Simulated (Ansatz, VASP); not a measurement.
# Two plane-wave programs on Li3ZrO

```xyz
10
Lattice="3.1701 0.0000 0.0000 -1.5850 2.7454 0.0000 0.0000 0.0000 20.3561" Properties=species:S:1:pos:R:3 pbc="T T T"
Li    1.5850    0.9151    3.6084
Li    0.0000    1.8302    6.5339
Li    1.5850    0.9151    8.9695
Li    0.0000    1.8302   16.7477
Li    1.5850    0.9151   13.8222
Li    0.0000    1.8302   11.3866
Zr    0.0000    1.8302    1.2566
Zr    1.5850    0.9151   19.0995
O     0.0000    0.0000    2.6424
O     0.0000    0.0000   17.7137
```

Alike in both runs: functional PBE; k mesh 12 × 12 × 2; occupations gaussian, width 0.1 eV; no spin polarisation.

Ansatz relaxed the structure, and its values are those at the end. VASP's run is a single point on that final structure, the one shown.

```csv
,VASP,Ansatz
version,VASP 6.6.1,Ansatz 0.2.0
potentials or method,"VASP PAW PBE potentials, release 64 (Li_sv, Zr_sv, O), cutoff 520 eV","scalar-relativistic, plane waves, PAW"
valence electrons in the cell,54,54
```

```tsv
	VASP	Ansatz	Ansatz less VASP
gap on the k mesh at the Fermi level (eV)	none	none	-
rms of the force components (eV/Å)	0.009	0.000	-0.0094
```

A gap of «none» marks a metal or a gap that the smearing closes.

Noted on VASP's run: the cutoff is short for stress, so the pressure is rough.
